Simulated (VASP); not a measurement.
# CdSe (P6_3mc) in VASP: single point with r2SCAN

Aim: the single point of CdSe with r2SCAN.

All numbers are computed with VASP 6.6.1; they aren't measurements. Logs are shortened: lines on timing, memory, paths and dates and some standing lists are left out, and cuts for length are marked.

### 1 The cell of the first run

Symmetry: P6_3mc, No. 186, hexagonal system. The conventional cell has a = 4.346 Å, b = 4.346 Å, c = 7.090 Å, α = 90.00°, β = 90.00°, γ = 120.00°. Within 3.5 Å of Cd (site symmetry 3m) lie 4 Se at 2.66 to 2.67 Å. Within 3.5 Å of Se (site symmetry 3m) lie 4 Cd at 2.66 to 2.67 Å.

### 2 Single point, r2SCAN

The input, POSCAR:

```
CdSe
1.0
    4.3460853832      0.0000000000      0.0000000000
   -2.1730426916      3.7638203488      0.0000000000
    0.0000000000      0.0000000000      7.0898398800
Cd Se
2 2
Direct
    0.6666666667      0.3333333333      0.4999533600
    0.3333333333      0.6666666667      0.9999533600
    0.6666666667      0.3333333333      0.8759066400
    0.3333333333      0.6666666667      0.3759066400
```

The input, INCAR.step1:

```
SYSTEM = CdSe
PREC = Accurate
ENCUT = 520
ISMEAR = -1
SIGMA = 0.01
LREAL = .False.
LASPH = .True.
NELM = 100
NBANDS = 26
GGA = PE
ALGO = Normal
EDIFF = 1E-4
LWAVE = .True.
LCHARG = .False.
```

The input, INCAR.step2:

```
SYSTEM = CdSe
PREC = Accurate
ENCUT = 520
EDIFF = 1E-6
ISMEAR = -1
SIGMA = 0.01
LREAL = .False.
LASPH = .True.
NELM = 100
ALGO = Normal
ISIF = 2
LWAVE = .False.
LCHARG = .False.
METAGGA = R2SCAN
LMIXTAU = .True.
NBANDS = 26
ISTART = 1
```

The input, KPOINTS:

```
regular mesh
0
Gamma
  8 8 5
  0 0 0
```

Potentials or basis: VASP PAW PBE potentials, release 64 (Cd, Se).

Launch:

```sh
$ cat potpaw_PBE.64/Cd/POTCAR potpaw_PBE.64/Se/POTCAR > POTCAR
$ cp INCAR.step1 INCAR
$ mpirun -np 1 vasp_std > vasp.out
$ cp INCAR.step2 INCAR
$ mpirun -np 1 vasp_std > vasp.out
```

OUTCAR:

```text
SYSTEM = CdSe
   PREC = Accurate
   ENCUT = 520
   EDIFF = 1E-6
   ISMEAR = -1
   LREAL = .False.
   LASPH = .True.
   NELM = 100
   ISIF = 2
   METAGGA = R2SCAN
   ISTART = 1

 ion  position               nearest neighbor table
   1  0.667  0.333  0.500-   4 2.66   4 2.66   4 2.66   3 2.67
   2  0.333  0.667  1.000-   3 2.66   3 2.66   3 2.66   4 2.67
   3  0.667  0.333  0.876-   2 2.66   2 2.66   2 2.66   1 2.67
   4  0.333  0.667  0.376-   1 2.66   1 2.66   1 2.66   2 2.67

  LATTYP: Found a hexagonal cell.
 ALAT       =     4.3460853832
 C/A-ratio  =     1.6313162892

  Lattice vectors:

 A1 = (   4.3460853832,   0.0000000000,   0.0000000000)
 A2 = (  -2.1730426916,   3.7638203488,   0.0000000000)
 A3 = (   0.0000000000,   0.0000000000,   7.0898398800)

Analysis of symmetry for initial positions (statically):
=====================================================================
 Subroutine PRICEL returns:
 Original cell was already a primitive cell.

 Routine SETGRP: Setting up the symmetry group for a
 hexagonal supercell.

 Subroutine GETGRP returns: Found 12 space group operations
 (whereof  6 operations were pure point group operations)
 out of a pool of 24 trial point group operations.

The static configuration has the point symmetry C_3v.
 The point group associated with its full space group is C_6v.

Analysis of symmetry for dynamics (positions and initial velocities):
=====================================================================
 Subroutine PRICEL returns:
 Original cell was already a primitive cell.

 Routine SETGRP: Setting up the symmetry group for a
 hexagonal supercell.

 Subroutine GETGRP returns: Found 12 space group operations
 (whereof  6 operations were pure point group operations)
 out of a pool of 24 trial point group operations.

The dynamic configuration has the point symmetry C_3v.
 The point group associated with its full space group is C_6v.

 Subroutine INISYM returns: Found 12 space group operations
 (whereof  6 operations are pure point group operations),
 and found     1 'primitive' translations

----------------------------------------------------------------------------------------

                                     Primitive cell

  volume of cell :     115.9748

  direct lattice vectors                    reciprocal lattice vectors
     4.346085383  0.000000000  0.000000000     0.230092120  0.132843747  0.000000000
    -2.173042692  3.763820349  0.000000000     0.000000000  0.265687495  0.000000000
     0.000000000  0.000000000  7.089839880     0.000000000  0.000000000  0.141046909

  length of vectors
     4.346085383  4.346085383  7.089839880     0.265687495  0.265687495  0.141046909

  position of ions in fractional coordinates (direct lattice)
     0.666666667  0.333333333  0.499953360
     0.333333333  0.666666667  0.999953360
     0.666666667  0.333333333  0.875906640
     0.333333333  0.666666667  0.375906640

  ion indices of the primitive-cell ions
   primitive index   ion index
                 1           1
                 2           2
                 3           3
                 4           4

----------------------------------------------------------------------------------------

 KPOINTS: regular mesh

Automatic generation of k-mesh.
 Grid dimensions read from file:
 generate k-points for:    8    8    5

 Generating k-lattice:

  Cartesian coordinates                     Fractional coordinates (reciprocal lattice)
     0.028761515  0.016605468  0.000000000     0.125000000  0.000000000  0.000000000
     0.000000000  0.033210937  0.000000000     0.000000000  0.125000000  0.000000000
     0.000000000  0.000000000  0.028209382     0.000000000  0.000000000  0.200000000

  Length of vectors
     0.033210937  0.033210937  0.028209382

  Shift w.r.t. Gamma in fractional coordinates (k-lattice)
     0.000000000  0.000000000  0.000000000

 Subroutine IBZKPT returns following result:
 ===========================================

 Found     30 irreducible k-points:

 Following reciprocal coordinates:
            Coordinates               Weight
  0.000000  0.000000  0.000000      1.000000
  0.125000  0.000000  0.000000      6.000000
  0.250000  0.000000  0.000000      6.000000
  0.375000  0.000000  0.000000      6.000000
  0.500000  0.000000  0.000000      3.000000
  0.125000  0.125000  0.000000      6.000000
[... 16 lines left out ...]
  0.250000  0.000000  0.400000     12.000000
  0.375000  0.000000  0.400000     12.000000
 [... further k-points ...]
   k-points           NKPTS =     30   k-points in BZ     NKDIM =     30   number of bands    NBANDS=     26
   number of dos      NEDOS =    301   number of ions     NIONS =      4
   total plane-waves  NPLWV =  55296
   dimension x,y,z NGX =    32 NGY =   32 NGZ =   54
   dimension x,y,z NGXF=    64 NGYF=   64 NGZF=  108
   ions per type =               2   2
   NGX,Y,Z   is equivalent  to a cutoff of  12.24, 12.24, 12.66 a.u.
   NGXF,Y,Z  is equivalent  to a cutoff of  24.48, 24.48, 25.32 a.u.
 SYSTEM =  CdSe
   PREC   = accura    normal or accurate (medium, high low for compatibility)
   ISTART =      1    job   : 0-new  1-cont  2-samecut
   ICHARG =      0    charge: 1-file 2-atom 10-const
   ISPIN  =      1    spin polarized calculation?
   LNONCOLLINEAR =      F non collinear calculations
   LSORBIT =      F    spin-orbit coupling
   LASPH  =      T    aspherical Exc in radial PAW
   ENCUT  =  520.0 eV  38.22 Ry    6.18 a.u.   8.08  8.08 13.18*2*pi/ulx,y,z
   NELM   =    100;   NELMIN=  2; NELMDL=  0     # of ELM steps
   EDIFF  = 0.1E-05   stopping-criterion for ELM
   LREAL  =      F    real-space projection
   EDIFFG = 0.1E-04   stopping-criterion for IOM
   NSW    =      0    number of steps for IOM
   IBRION =     -1    ionic relax: 0-MD 1-quasi-New 2-CG
   NFREE  =      0    steps in history (QN), initial steepest desc. (CG)
   ISIF   =      2    stress and relaxation
   ISYM   =      2    0-nonsym 1-usesym 2-fastsym
   POTIM  = 0.5000    time-step for ionic-motion
   TEBEG  =    0.0;   TEEND  =   0.0 temperature during run
   PSTRESS=    0.0 pullay stress
   NELECT =      36.0000    total number of electrons
   NUPDOWN=      -1.0000    fix difference up-down
   EMIN   =  10.00;   EMAX   =-10.00  energy-range for DOS
   EFERMI =   0.00;   METHOD = LEGACY
   ISMEAR =    -1;   SIGMA  =   0.01  broadening in eV -4-tet -1-fermi 0-gaus
   EFERMI_NEDOS =   21; number of points for ismear=-14 and -15
   IALGO  =     38    algorithm
   IMIX   =      4    mixing-type and parameters
     AMIX     =   0.40;   BMIX     =  1.00
     AMIX_MAG =   1.60;   BMIX_MAG =  1.00
  volume/ion in A,a.u.               =      28.99       195.66
  Fermi-wavevector in a.u.,A,eV,Ry     =   1.108463  2.094691 16.717341  1.228690
  Thomas-Fermi vector in A             =   2.244990
   LORBIT       =      0    0 simple, 1 ext, 2 COOP (PROOUT), +10 PAW based schemes
   METAGGA = R2SCAN    functional components
   LHFCALC =     F    Hartree Fock is set to
   AEXX    =    0.0000 exact exchange contribution
   IVDW    =     0    specifies the selected vdW correction
   LEPSILON=     F    determine dielectric tensor
   LRPA    =     F    only Hartree local field effects (RPA)
 non-spin polarized calculation
  energy-cutoff  :      520.00
  volume of cell :      115.97
 maximum number of plane-waves:      3144
   NGX = 17   NGY = 17   NGZ = 27

 number of electron      36.0000002 magnetization

 Free energy of the ion-electron system (eV)
  ---------------------------------------------------
  ext. energy  EPLUGINS =         0.00000000
  ---------------------------------------------------
  free energy    TOTEN  =       -71.83307888 eV

  energy without entropy =      -71.83307888  energy(sigma->0) =      -71.83307888

 E-fermi :   0.6067     XC(G=0):  -9.2760

 val. band max:        0.4096407094   @ k =   0.0000   0.0000   0.0000
 cond. band min:       1.4928113200   @ k =   0.0000   0.0000   0.0000
 fundamental gap:      1.0831706106
 Fermi energy:         0.6067294543

 k-point     1 :       0.0000    0.0000    0.0000
  band No.  band energies     occupation
      1     -12.4445      2.00000
      2     -12.0864      2.00000
      3      -7.6523      2.00000
      4      -7.6473      2.00000
      5      -7.6473      2.00000
      6      -7.5798      2.00000
[... 18 lines left out ...]
     25       7.9560      0.00000
     26       8.4446      0.00000

 k-point     2 :       0.1250    0.0000    0.0000
  band No.  band energies     occupation
      1     -12.3988      2.00000
      2     -12.0655      2.00000
      3      -7.6383      2.00000
      4      -7.6306      2.00000
      5      -7.6085      2.00000
      6      -7.5583      2.00000
[... 18 lines left out ...]
     25       8.1649      0.00000
     26       8.3206      0.00000

 k-point     3 :       0.2500    0.0000    0.0000
  band No.  band energies     occupation
      1     -12.2834      2.00000
      2     -12.0191      2.00000
      3      -7.6043      2.00000
      4      -7.5947      2.00000
      5      -7.5159      2.00000
      6      -7.5019      2.00000
[... 18 lines left out ...]
     25       8.3553      0.00000
     26       8.8318      0.00000

 k-point     4 :       0.3750    0.0000    0.0000
  band No.  band energies     occupation
      1     -12.1551      2.00000
      2     -11.9837      2.00000
      3      -7.5774      2.00000
      4      -7.5672      2.00000
      5      -7.4496      2.00000
      6      -7.4486      2.00000
[... 18 lines left out ...]
     25       8.7163      0.00000
     26       9.5902      0.00000

 k-point     5 :       0.5000    0.0000    0.0000
  band No.  band energies     occupation
      1     -12.0924      2.00000
      2     -11.9783      2.00000
      3      -7.5688      2.00000
      4      -7.5587      2.00000
      5      -7.4278      2.00000
      6      -7.4107      2.00000
[... 18 lines left out ...]
     25       8.7556      0.00000
     26      10.6049      0.00000

 k-point     6 :       0.1250    0.1250    0.0000
  band No.  band energies     occupation
      1     -12.3182      2.00000
      2     -12.0320      2.00000
      3      -7.6114      2.00000
      4      -7.6066      2.00000
      5      -7.5389      2.00000
      6      -7.5247      2.00000
[... 427 lines left out ...]
 k-point    21 :       0.0000    0.0000    0.4000
  band No.  band energies     occupation
      1     -12.3199      2.00000
      2     -12.2089      2.00000
      3      -7.6276      2.00000
      4      -7.6276      2.00000
      5      -7.6068      2.00000
      6      -7.6068      2.00000
[... 18 lines left out ...]
     25       7.3582      0.00000
     26       7.3582      0.00000

 k-point    22 :       0.1250    0.0000    0.4000
  band No.  band energies     occupation
      1     -12.2820      2.00000
      2     -12.1787      2.00000
      3      -7.6082      2.00000
      4      -7.6075      2.00000
      5      -7.5865      2.00000
      6      -7.5855      2.00000
[... 18 lines left out ...]
     25       7.6927      0.00000
     26       7.7156      0.00000

 k-point    23 :       0.2500    0.0000    0.4000
  band No.  band energies     occupation
      1     -12.1886      2.00000
      2     -12.1066      2.00000
      3      -7.5724      2.00000
      4      -7.5637      2.00000
      5      -7.5436      2.00000
      6      -7.5350      2.00000
[... 18 lines left out ...]
     25       7.9307      0.00000
     26       8.4819      0.00000

 k-point    24 :       0.3750    0.0000    0.4000
  band No.  band energies     occupation
      1     -12.0909      2.00000
      2     -12.0377      2.00000
      3      -7.5555      2.00000
      4      -7.5249      2.00000
      5      -7.5168      2.00000
      6      -7.4878      2.00000
[... 18 lines left out ...]
     25       8.3841      0.00000
     26       9.1799      0.00000

 [... further k-points ...]

------------------------ aborting loop because EDIFF is reached ----------------------------------------

  FORCE on cell =-STRESS in cart. coord.  units (eV):
  Direction    XX          YY          ZZ          XY          YZ          ZX
  --------------------------------------------------------------------------------------
  -------------------------------------------------------------------------------------
  Total        0.0166223      0.0166223     -0.0034627      0.0000000      0.0000000      0.0000000
  in kB        0.2296350      0.2296350     -0.0478373      0.0000000      0.0000000      0.0000000
  external PRESSURE =       0.1371442 kB  Pullay stress =       0.0000000 kB

 VOLUME and BASIS-vectors are now :
 -----------------------------------------------------------------------------
  energy-cutoff  :      520.00
  volume of cell :      115.97
      direct lattice vectors                 reciprocal lattice vectors
     4.346085383  0.000000000  0.000000000     0.230092120  0.132843747  0.000000000
    -2.173042692  3.763820349  0.000000000     0.000000000  0.265687495  0.000000000
     0.000000000  0.000000000  7.089839880     0.000000000  0.000000000  0.141046909

 POSITION                                       TOTAL-FORCE (eV/Angst)
 -----------------------------------------------------------------------------------
      2.17304      1.25461      3.54459        -0.000000      0.000000      0.003329
     -0.00000      2.50921      7.08951         0.000000     -0.000000      0.003329
      2.17304      1.25461      6.21004         0.000000     -0.000000     -0.003329
     -0.00000      2.50921      2.66512         0.000000      0.000000     -0.003329
 -----------------------------------------------------------------------------------
    total drift:                               -0.000000      0.000000     -0.003789

  FREE ENERGIE OF THE ION-ELECTRON SYSTEM (eV)
  ---------------------------------------------------
  free  energy   TOTEN  =       -71.8330788769 eV

  energy  without entropy=      -71.8330788769  energy(sigma->0) =      -71.83307888
```

Wall time 2.9 min (1 thread of AMD EPYC 9R45 (Zen 5), shared host); peak memory 0.24 GiB.

What came out:

- Free energy: -71.8331 eV
- Pressure: 0.0 GPa
- Largest force: 0.003 eV/Å
- Band gap on the k mesh: 1.08 eV

Forces on the atoms (eV/Å):
```
Cd   0.000  0.000  0.003
Cd   0.000  0.000  0.003
Se   0.000  0.000 -0.003
Se   0.000  0.000 -0.003
```

Levels at points of the mesh, in eV from the valence-band top:
```
           k point  band 16  band 17  band 18  band 19  band 20  band 21
(0.00, 0.00, 0.00)    -0.04     0.00     0.00     1.08     2.63     6.38
(0.50, 0.00, 0.00)    -1.79    -1.27    -0.73     3.62     3.71     5.09
```

Caveat: the PAW data sets were made with another functional, which shifts forces and pressure a little.
